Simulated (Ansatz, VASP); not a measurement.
# GaN: VASP beside Ansatz

The input INCAR:

```
SYSTEM = GaN
PREC = Accurate
ENCUT = 600
EDIFF = 1E-6
ISMEAR = -1
SIGMA = 0.02
LREAL = .FALSE.
LASPH = .TRUE.
NELM = 120
ALGO = Normal
ISIF = 2
LWAVE = .FALSE.
LCHARG = .FALSE.
GGA = PE
NBANDS = 16
GGA_COMPAT = .FALSE.
```

KPOINTS

```
Automatic mesh
0
G
  13 13 13
  0 0 0
```

Contents of POSCAR:

```
GaN
1.0
    0.0000000000      1.9791271138      1.9791271138
    1.9791271138      0.0000000000      1.9791271138
    1.9791271138      1.9791271138      0.0000000000
Ga N
1 1
Direct
    0.5000000000      0.5000000000      0.5000000000
    0.0000000000      0.0000000000      0.0000000000
```

Input for Ansatz:

```yaml
crystal:
  lattice:
    - [0.0, 1.9791271138, 1.9791271138]
    - [1.9791271138, 0.0, 1.9791271138]
    - [1.9791271138, 1.9791271138, 0.0]
  atoms:
    - { symbol: Ga, position: [0.5, 0.5, 0.5] }
    - { symbol: "N", position: [0.0, 0.0, 0.0] }
kpoints:
  mp_grid: { grid: [13, 13, 13] }
  band_path:
    path:
      - [0.0, 0.0, 0.0]
      - [0.5, 0.0, 0.5]
      - [0.625, 0.25, 0.625]
      - [0.375, 0.375, 0.75]
      - [0.0, 0.0, 0.0]
      - [0.5, 0.5, 0.5]
      - [0.5, 0.25, 0.75]
      - [0.5, 0.0, 0.5]
    npoints: 5
scf:
  occupations: { method: fermi_dirac, width: 0.02 }
hamiltonian:
  xc: pbe
  pseudopotentials: { kind: all_electron, lapw: { basis_error: 0.001 } }
output:
  forces: true
  stress: true
  eigenvalues: true
```

Change from the starting cell: volume scaled by 0.98.

Alike in both runs: task single point; functional PBE; k mesh 13 × 13 × 13; occupations fermi-dirac, width 0.02 eV; no spin polarisation.

|  | VASP | Ansatz |
| --- | --- | --- |
| version | VASP 6.6.1 | Ansatz 0.2.0 |
| potentials or method | VASP PAW PBE potentials, release 64 (Ga_d, N), cutoff 600 eV | all-electron LAPW, scalar-relativistic |

|  | VASP | Ansatz | Ansatz less VASP |
| --- | --- | --- | --- |
| gap on the k mesh at the Fermi level (eV) | 2.06 | 2.08 | +0.019 |
| pressure (GPa) | 80.4 | 79.3 | -1.05 |

Both programs put the cell under a high pressure, so it lies far from rest at this level. Ansatz ran all-electron here, and VASP with PAW potentials.

Noted on VASP's run: the cell as given lies far from equilibrium.
